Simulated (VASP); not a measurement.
A run of VASP 6.6.1 is set up as follows.

Contents of INCAR:

```
SYSTEM = Li
PREC = Accurate
ENCUT = 520
EDIFF = 1E-6
ISMEAR = 0
SIGMA = 0.15
LREAL = .FALSE.
LASPH = .TRUE.
NELM = 100
ALGO = Fast
ISIF = 2
LWAVE = .FALSE.
LCHARG = .TRUE.
GGA = PS
LELF = .TRUE.
LVHAR = .TRUE.
NBANDS = 8
```

Contents of KPOINTS:

```
regular mesh
0
G
  20 20 20
  0 0 0
```

Contents of POSCAR:

```
Li
1.0
   -1.7500000000      1.7500000000      1.8900000000
    1.7500000000     -1.7500000000      1.8900000000
    1.7500000000      1.7500000000     -1.8900000000
Li
1
Direct
    0.0000000000      0.0000000000      0.0000000000
```

Potentials or basis: VASP PAW PBE potentials, release 64 (Li_sv).

Run with:

```bash
$ cat potpaw_PBE.64/Li_sv/POTCAR > POTCAR
$ mpirun -np 1 vasp_std > vasp.out
```

Problem. Estimate the band gap on the k mesh.

Solution. Zero (an odd number of electrons rules out a gap without spin polarisation).

Caveat: the cell differs from its parent crystal (strain +0.000 along x and y, +0.080 along z).
